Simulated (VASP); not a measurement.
The system is BN.

```
B N
1.0
     0.00000    3.49532    2.16609
     1.25163    0.00000    2.16609
     1.25163    3.49532    0.00000
B N
1 1
Cartesian
  1.2516 3.4953 0.0002
  1.2516 3.4953 2.8881
```

| Quantity | Value |
| --- | --- |
| Program | VASP 6.6.1 |
| Task | relaxation of cell and atoms |
| Functional | LDA |
| Potentials or basis | VASP PAW LDA potentials, release 64 (B, N) |
| Cutoff | 600 eV |
| k mesh | 10 × 10 × 10 |
| Occupations | gaussian, width 0.01 eV |
| Spin | no spin polarisation |

At the start: pressure -4.0 GPa; volume 9.48 Å³/atom.

Task: Where does the relaxation end?

Result: Over 19 steps the energy falls by 5.1 meV/atom and the volume is 8.71 Å³/atom (-8.1 %); space group Fmm2 (No. 42, to 0.1 Å) before and after.

The path:
```tsv
step	energy change (eV)	largest force (eV/Å)	pressure (GPa)	volume (Å³)
1	0.0000	0.0131	-3.95	18.95
2	0.0089	0.0460	6.96	18.32
3	-0.0034	0.0055	-0.38	18.73
4	-0.0034	0.0058	-0.30	18.73
5	-0.0039	0.0155	-0.28	18.66
6	-0.0054	0.0796	-0.23	18.47
7	-0.0075	0.2091	-0.07	18.08
8	-0.0074	0.4739	0.44	17.30
9	-0.0083	0.3227	0.11	17.74
10	-0.0085	0.3128	0.11	17.73
11	-0.0088	0.2832	0.10	17.69
12	-0.0093	0.2243	0.09	17.62
13	-0.0100	0.1073	0.07	17.47
14	-0.0096	0.1223	0.10	17.18
15	-0.0102	0.0296	0.08	17.37
16	-0.0102	0.0238	0.08	17.37
17	-0.0102	0.0212	0.07	17.37
18	-0.0102	0.0133	0.03	17.39
19	-0.0102	0.0026	-0.02	17.43
```

Final structure:
```cif
data_structure
_symmetry_space_group_name_H-M 'P 1'
_symmetry_Int_Tables_number 1
_cell_length_a 3.8963
_cell_length_b 2.4884
_cell_length_c 3.4775
_cell_angle_alpha 79.668
_cell_angle_beta 38.925
_cell_angle_gamma 61.407
_cell_volume 17.43
loop_
_atom_site_label
_atom_site_type_symbol
_atom_site_fract_x
_atom_site_fract_y
_atom_site_fract_z
_atom_site_occupancy
B1 B 0.00015 0.00015 0.99985 1
N1 N 0.66656 0.66656 0.33344 1
```
